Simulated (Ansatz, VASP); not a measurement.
## Two plane-wave programs on BP

```
B P
1.0
     0.00000    2.30303    2.26900
     2.30303    0.00000    2.26900
     2.30303    2.30303    0.00000
B P
1 1
Direct
  0.00000 0.00000 0.00000
  0.75000 0.75000 0.75000
```

Change from the starting cell: strain +0.0150 x Voigt [1, 1, 0, 0, 0, 0], atoms carried along.

Alike in both runs: task single point; functional PBE; k mesh 10 × 10 × 10; occupations gaussian, width 0.05 eV; no spin polarisation.

|  | VASP | Ansatz |
| --- | --- | --- |
| version | VASP 6.6.1 | Ansatz 0.2.0 |
| potentials or method | VASP PAW PBE potentials, release 64 (B, P), cutoff 520 eV | scalar-relativistic, plane waves, PAW |
| valence electrons in the cell | 8 | 8 |

|  | VASP | Ansatz | Ansatz less VASP |
| --- | --- | --- | --- |
| gap on the k mesh at the Fermi level (eV) | 1.06 | 1.06 | +0.004 |
| least direct gap on the mesh (eV) | 3.21 | 3.21 | +0.003 |
| pressure (GPa) | -3.8 | -3.5 | +0.21 |
| traceless stress, the component that is largest in VASP (GPa) | 2.54 | 2.54 | -0.004 |
